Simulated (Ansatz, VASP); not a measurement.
HgTe in VASP and in Ansatz

File INCAR:

```
SYSTEM = HgTe
PREC     = Accurate       ! precision mode
ENCUT    = 520            ! plane-wave cutoff, eV
EDIFF    = 1E-6           ! SCF threshold, eV
ISMEAR   = -1             ! smearing method
SIGMA    = 0.08           ! smearing width, eV
LREAL    = .False.        ! projectors in reciprocal space
LASPH    = .True.         ! aspherical terms in the spheres
NELM     = 60             ! most SCF steps
ALGO     = Normal         ! electronic algorithm
ISIF     = 2              ! what is computed and relaxed
LWAVE    = .False.        ! write WAVECAR
LCHARG   = .False.        ! write CHGCAR
GGA      = PS             ! functional
NBANDS   = 16             ! bands
```

The input KPOINTS:

```
Automatic mesh
0
Gamma
  12 12 12
  0 0 0
```

Contents of POSCAR:

```
HgTe
1.0
    0.0584300000      2.9507150000      2.9507150000
    2.9507150000      0.0584300000      2.9507150000
    2.9507150000      2.9507150000      0.0584300000
Hg Te
1 1
Direct
    0.0000000000      0.0000000000      0.0000000000
    0.5000000000      0.5000000000      0.5000000000
```

Input for Ansatz:

```yaml
crystal:
  lattice:
    - [0.05843, 2.950715, 2.950715]
    - [2.950715, 0.05843, 2.950715]
    - [2.950715, 2.950715, 0.05843]
  atoms:
    - { symbol: Hg, position: [0.0, 0.0, 0.0] }
    - { symbol: Te, position: [0.5, 0.5, 0.5] }
kpoints:
  mp_grid: { grid: [12, 12, 12] }
  band_path:
    path:
      - [0.0, 0.0, 0.0]
      - [0.5, 0.5, 0.5]
      - [0.2451701269, 0.5, 0.7548298731]
      - [-0.2451701269, 0.2451701269, 0.5]
      - [0.0, 0.0, 0.5]
      - [0.0, 0.0, 0.0]
      - [-0.3725850634, 0.0, 0.3725850634]
      - [0.0, 0.3725850634, 0.6274149366]
      - [0.0, 0.5, 0.5]
    npoints: 5
scf:
  occupations: { method: fermi_dirac, width: 0.08 }
hamiltonian:
  xc: pbesol
  pseudopotentials: { kind: all_electron, lapw: { basis_error: 0.001 } }
output:
  forces: true
  stress: true
  eigenvalues: true
```

Change from the starting cell: equal xy, yz and zx shear strains of +2 %.

Alike in both runs: task single point; functional PBEsol; k mesh 12 × 12 × 12; occupations fermi-dirac, width 0.08 eV; no spin polarisation.

|  | VASP | Ansatz |
| --- | --- | --- |
| version | VASP 6.6.1 | Ansatz 0.2.0 |
| potentials or method | VASP PAW PBE potentials, release 64 (Hg, Te), cutoff 520 eV | all-electron LAPW, scalar-relativistic |

```csv
,VASP,Ansatz,Ansatz less VASP
pressure (GPa),6.4,6.1,-0.31
"traceless stress, the component that is largest in VASP (GPa)",-0.29,-0.30,-0.007
```

VASP's potentials were made for PBE, not for PBEsol. Ansatz ran all-electron here, and VASP with PAW potentials.

Spin-orbit coupling is off throughout.
